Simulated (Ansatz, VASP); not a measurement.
**Sn11CO24 in VASP and in Ansatz**

```
CELL_PARAMETERS angstrom
4.78800 4.86658 0.00000
-4.78800 4.86658 0.00000
0.00000 0.00000 9.72269
ATOMIC_POSITIONS crystal
C 0.50000 0.00000 0.16667
Sn 0.50000 0.00000 0.48636
Sn 0.50000 0.00000 0.84697
Sn 0.00000 0.50000 0.16667
Sn 0.00000 0.50000 0.49787
Sn 0.00000 0.50000 0.83547
Sn 0.00000 0.00000 0.00819
Sn 0.00000 0.00000 0.32515
Sn 0.00000 0.00000 0.66667
Sn 0.50000 0.50000 0.00602
Sn 0.50000 0.50000 0.32732
Sn 0.50000 0.50000 0.66667
O 0.33188 0.00307 0.03808
O 0.33188 0.00307 0.29526
O 0.30709 0.00172 0.66667
O 0.80769 0.50247 0.99970
O 0.80769 0.50247 0.33363
O 0.80809 0.50100 0.66667
O 0.49727 0.69926 0.16667
O 0.49755 0.69445 0.49759
O 0.49755 0.69445 0.83574
O 0.99616 0.19747 0.16667
O 0.99936 0.18948 0.49356
O 0.99936 0.18948 0.83977
O 0.50273 0.30074 0.16667
O 0.50245 0.30555 0.49759
O 0.50245 0.30555 0.83574
O 0.00384 0.80253 0.16667
O 0.00064 0.81052 0.49356
O 0.00064 0.81052 0.83977
O 0.66812 0.99693 0.03808
O 0.66812 0.99693 0.29526
O 0.69291 0.99828 0.66667
O 0.19231 0.49753 0.99970
O 0.19231 0.49753 0.33363
O 0.19191 0.49900 0.66667
```

Alike in both runs: functional PBE; k mesh 3 × 3 × 2; occupations fermi-dirac, width 0.01 eV; no spin polarisation.

Ansatz relaxed the structure, and its values are those at the end. VASP's run is a single point on that final structure, the one shown.

|  | VASP | Ansatz |
| --- | --- | --- |
| version | VASP 6.6.1 | Ansatz 0.2.0 |
| potentials or method | VASP PAW PBE potentials, release 64 (C, Sn_d, O) | plane-wave PAW, scalar-relativistic |
| plane-wave cutoff (eV) | 520 | 420 |
| valence electrons in the cell | 302 | 302 |

VASP gave:

- pressure (GPa): -5.0
- rms of the force components (eV/Å): 0.016

Question: What did Ansatz give for the same quantities?

Answer: Pressure (GPa): -5.5; rms of the force components (eV/Å): 0.004.

With one functional, cell and mesh, what is left measures potentials, basis and numerics. Ansatz's warnings: stress scf threshold loose.
